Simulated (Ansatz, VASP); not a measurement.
## Al2Cu in VASP and in Ansatz

File INCAR:

```
PREC = Accurate
ENCUT = 600
EDIFF = 1E-7
ISMEAR = 0
SIGMA = 0.1
LREAL = False
LASPH = True
NELM = 60
ALGO = Fast
ISIF = 3
LWAVE = False
LCHARG = False
GGA = CA
IBRION = 2
NSW = 100
EDIFFG = -0.002
```

The input KPOINTS:

```
regular mesh
0
Gamma
  14 14 20
```

POSCAR

```
Al2Cu
1.0
    4.1051820000      0.0000000000      0.0000000000
    0.0000000000      4.1051820000      0.0000000000
    0.0000000000      0.0000000000      2.8913130000
Al Cu
2 1
Direct
    0.5000000000      0.0000000000      0.5000000000
    0.0000000000      0.5000000000      0.5000000000
    0.0000000000      0.0000000000      0.0000000000
```

Input for Ansatz:

```yaml
crystal:
  lattice:
    - [4.105182, 0.0, 0.0]
    - [0.0, 4.105182, 0.0]
    - [0.0, 0.0, 2.891313]
  atoms:
    - { symbol: Al, position: [0.5, 0.0, 0.5] }
    - { symbol: Al, position: [0.0, 0.5, 0.5] }
    - { symbol: Cu, position: [0.0, 0.0, 0.0] }
basis:
  ecutwfc: 420
kpoints:
  mp_grid: { grid: [14, 14, 20] }
hamiltonian:
  xc: lda
  pseudopotentials: { kind: paw, azcp: { folder: soft_1 } }
scf:
  occupations: { method: gaussian, width: 0.1 }
output:
  forces: true
  stress: true
  eigenvalues: true
relax:
  adjacent_minimum: "off"
  f_tol: 0.002
  max_steps: 80
  cell: { stress_tol: 0.02 }
```

Alike in both runs: task relaxation of cell and atoms; functional LDA; k mesh 14 × 14 × 20; occupations gaussian, width 0.1 eV; no spin polarisation.

```csv
,VASP,Ansatz
version,VASP 6.6.1,Ansatz 0.2.0
potentials or method,"VASP PAW LDA potentials, release 64 (Al, Cu), cutoff 600 eV","scalar-relativistic, plane waves, PAW"
valence electrons in the cell,17,25
```

Ansatz gave:

| Property | Result |
| --- | --- |
| gap on the k mesh at the Fermi level, each at its own relaxed structure (eV) | none |
| relaxed volume (Å³/atom) | 15.36 |
| relaxed cell length with the largest relative difference (Å) | 4.051 |

Task: Estimate VASP's values.

Result: gap on the k mesh at the Fermi level, each at its own relaxed structure (eV): none; relaxed volume (Å³/atom): 15.40; relaxed cell length with the largest relative difference (Å): 4.055.

Ansatz warns that its potentials were made for another functional, while VASP's fit it. LDA's correlation is that of Perdew and Zunger in VASP and of Perdew and Wang (1992) in Ansatz. A gap of «none» marks a metal or a gap that the smearing closes. VASP's potentials hold 17 valence electrons a cell and Ansatz's 25, so a difference there can come from the potentials and not from the codes.
